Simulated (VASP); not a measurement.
Crystal: CsBr.

```
Cs Br
1.0
     4.31938    0.00000    0.00000
     0.00000    4.31938    0.00000
     0.00000    0.00000    4.31938
Cs Br
1 1
Direct
  0.00000 0.00000 0.00000
  0.50000 0.50000 0.50000
```

Base run:

| Item | Value |
| --- | --- |
| Program | VASP 6.6.1 |
| Functional | r2SCAN |
| Potentials or basis | VASP PAW PBE potentials, release 64 (Cs_sv, Br) |
| Cutoff | 550 eV |
| k mesh | 6 × 6 × 6 |
| Occupations | gaussian, width 0.01 eV |
| Spin | no spin polarisation |

Its results: band gap on the k mesh 5.19 eV, indirect (the least direct gap lies 4.8 meV higher); pressure 0.1 GPa.

Task: The run is repeated on the same cell with these changes: functional from r2SCAN to PBE; cutoff from 550 eV to 500 eV. What comes out?

Result: Band gap on the k mesh 4.43 eV, indirect (least direct gap 4.43 eV); pressure 0.7 GPa.

r2SCAN gives the wider gap, since meta-GGAs in the generalised Kohn-Sham scheme recover part of the derivative discontinuity.

Caveats: spin-orbit coupling is left out, which moves the levels of the heavy elements; the PAW data sets were made with another functional, which shifts forces and pressure a little (some runs).

A k mesh can miss the band edges.
